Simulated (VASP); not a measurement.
Wanted: the native input for a VASP 6.6.1 run.

- Task: single point
- Functional: PBEsol
- Potentials or basis: VASP PAW PBE potentials, release 64 (Ir)
- Cutoff: 520 eV
- k mesh: 13 × 5 × 1
- Occupations: gaussian, width 0.1 eV
- Spin: no spin polarisation
- Dipole correction: yes
- Further INCAR settings: ALGO = Normal; EDIFF = 1e-07; NBANDS = 70

The structure of Ir lies in POSCAR:

```
Ir
1.0
    2.7083809930      0.0000000000      0.0000000000
    0.0000000000      6.6341514618      0.0000000000
    0.0000000000      0.0000000000     24.3821069722
Ir
13
Direct
    0.5000000000      0.6516903987      0.3136953529
    0.0000000000      0.3314753940      0.3437206292
    0.5000000000      0.0013502530      0.3688392068
    0.0000000000      0.6694790172      0.4043554713
    0.5000000000      0.3311651252      0.4383081579
    0.0000000000     -0.0013915960      0.4667868201
    0.5000000000      0.6666666642      0.4999999996
    0.0000000000      0.3347249283      0.5332131798
    0.5000000000      0.0021682058      0.5616918426
    0.0000000000      0.6638543145      0.5956445273
    0.5000000000      0.3319830823      0.6311607953
    0.0000000000      0.0018579424      0.6562793711
    0.5000000000      0.6816429372      0.6863046458
```

The input as run:

INCAR

```
SYSTEM = Ir
  PREC = Accurate
  ENCUT = 520
  EDIFF = 1E-7
  ISMEAR = 0
  SIGMA = 0.1
  LREAL = .False.
  LASPH = .True.
  NELM = 100
  ALGO = Normal
  ISIF = 2
  LWAVE = .False.
  LCHARG = .False.
  LDIPOL = .True.
  IDIPOL = 3
  DIPOL = 0.5 0.5 0.500
  GGA = PS
  NBANDS = 70
```

KPOINTS

```
Automatic mesh
0
Gamma
  13 5 1
  0 0 0
```

Potentials or basis: VASP PAW PBE potentials, release 64 (Ir).

The run is started by

```bash
$ cat potpaw_PBE.64/Ir/POTCAR > POTCAR
$ mpirun -np 1 vasp_std > vasp.out
```

It gave:

| Item | Value |
| --- | --- |
| Largest force | 0.079 eV/Å |
| Band gap on the k mesh | zero (an odd number of electrons rules out a gap without spin polarisation) |

Caveat: the PAW data sets were made with another functional, which shifts forces and pressure a little; spin-orbit coupling is left out, which moves the levels of the heavy elements.

Wall time 44 min on 1 thread of Intel(R) Xeon(R) Platinum 8259CL CPU @ 2.50GHz (Skylake/Cascade Lake) (shared host), peak memory 0.73 GiB.
